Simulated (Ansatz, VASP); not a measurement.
**ZnO: VASP beside Ansatz**

```xyz
4
Lattice="3.2255 0.0000 0.0000 -1.6128 2.7934 0.0000 0.0000 0.0000 5.1951" Properties=species:S:1:pos:R:3 pbc="T T T"
Zn    0.0000    1.8623    0.0087
Zn    1.6128    0.9311    2.6063
O     0.0000    1.8623    1.9810
O     1.6128    0.9311    4.5786
```

Alike in both runs: functional r2SCAN; dispersion rVV10; k mesh 9 × 9 × 6; occupations gaussian, width 0.02 eV; no spin polarisation.

Ansatz relaxed the structure, and its values are those at the end. VASP's run is a single point on that final structure, the one shown.

|  | VASP | Ansatz |
| --- | --- | --- |
| version | VASP 6.6.1 | Ansatz 0.2.0 |
| potentials or method | VASP PAW PBE potentials, release 64 (Zn, O), cutoff 520 eV | scalar-relativistic, plane waves, PAW |
| valence electrons in the cell | 36 | 36 |

Ansatz gave:

```
gap on the k mesh at the Fermi level (eV) : 1.19
least direct gap on the mesh (eV)         : 1.19
pressure (GPa)                            : 0.0
rms of the force components (eV/Å)        : 0.000
```

Problem. Estimate VASP's values.

Solution. gap on the k mesh at the Fermi level (eV): 1.19; least direct gap on the mesh (eV): 1.19; pressure (GPa): 1.1; rms of the force components (eV/Å): 0.005.

VASP's potentials were made for PBE, not for r2SCAN.
